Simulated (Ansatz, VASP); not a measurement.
## NaCl in VASP and in Ansatz

File INCAR:

```
PREC = Accurate
ENCUT = 500
EDIFF = 1E-6
ISMEAR = 0
SIGMA = 0.02
LREAL = F
LASPH = T
NELM = 120
ALGO = Normal
ISIF = 2
LWAVE = F
LCHARG = F
GGA = PE
NBANDS = 14
GGA_COMPAT = F
```

The input KPOINTS:

```
regular mesh
0
Gamma
  6 6 6
```

Contents of POSCAR:

```
NaCl
1.0
    3.4758535312      0.0000000000      0.0000000000
    0.0000000000      3.4758535312      0.0000000000
    0.0000000000      0.0000000000      3.4758535312
Na Cl
1 1
Direct
    0.0000000000      0.0000000000      0.0000000000
    0.5000000000      0.5000000000      0.5000000000
```

Input for Ansatz:

```yaml
crystal:
  lattice:
    - [3.4758535312, 0.0, 0.0]
    - [0.0, 3.4758535312, 0.0]
    - [0.0, 0.0, 3.4758535312]
  atoms:
    - { symbol: Na, position: [0.0, 0.0, 0.0] }
    - { symbol: Cl, position: [0.5, 0.5, 0.5] }
basis:
  ecutwfc: 420
kpoints:
  mp_grid: { grid: [6, 6, 6] }
hamiltonian:
  xc: pbe
scf:
  occupations: { method: gaussian, width: 0.02 }
output:
  forces: true
  stress: true
  eigenvalues: true
```

Alike in both runs: task single point; functional PBE; k mesh 6 × 6 × 6; occupations gaussian, width 0.02 eV; no spin polarisation.

```csv
,VASP,Ansatz
version,VASP 6.6.1,Ansatz 0.2.0
potentials or method,"VASP PAW PBE potentials, release 64 (Na_pv, Cl), cutoff 500 eV","scalar-relativistic, plane waves, PAW"
valence electrons in the cell,14,16
```

|  | VASP | Ansatz | Ansatz less VASP |
| --- | --- | --- | --- |
| gap on the k mesh at the Fermi level (eV) | 4.05 | 4.06 | 0.000 |
| least direct gap on the mesh (eV) | 4.56 | 4.56 | +0.001 |
| pressure (GPa) | 0.7 | 0.7 | +0.08 |

VASP's potentials hold 14 valence electrons a cell and Ansatz's 16, so a difference there can come from the potentials and not from the codes.
